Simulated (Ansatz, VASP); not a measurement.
# Two plane-wave programs on Sc2SiF2

```
Sc Si F
1.0
     3.72670    0.00000    0.00000
    -1.86335    3.22741    0.00000
     0.00000    0.00000    6.42464
Sc Si F
2 1 2
Cartesian
  0.0000 2.1516 1.5976
  1.8633 1.0758 4.8270
  0.0000 0.0000 0.0000
  0.0000 2.1516 3.8823
  1.8633 1.0758 2.5423
```

Change from the starting cell: species swapped into the Ho2SeO2 type (P-3m1, No. 164).

Alike in both runs: functional PBE; k mesh 6 × 6 × 4; occupations gaussian, width 0.1 eV; no spin polarisation.

Ansatz relaxed the structure, and its values are those at the end. VASP's run is a single point on that final structure, the one shown.

|  | VASP | Ansatz |
| --- | --- | --- |
| version | VASP 6.6.1 | Ansatz 0.2.0 |
| potentials or method | VASP PAW PBE potentials, release 64 (Sc_sv, Si, F), cutoff 600 eV | scalar-relativistic, plane waves, PAW |
| valence electrons in the cell | 40 | 40 |

Ansatz gave:

| Quantity | Value |
| --- | --- |
| gap on the k mesh at the Fermi level (eV) | none |
| pressure (GPa) | 0.2 |
| rms of the force components (eV/Å) | 0.010 |

Task: Estimate VASP's values.

Result: gap on the k mesh at the Fermi level (eV): none; pressure (GPa): 0.3; rms of the force components (eV/Å): 0.009.

A gap of «none» marks a metal or a gap that the smearing closes.
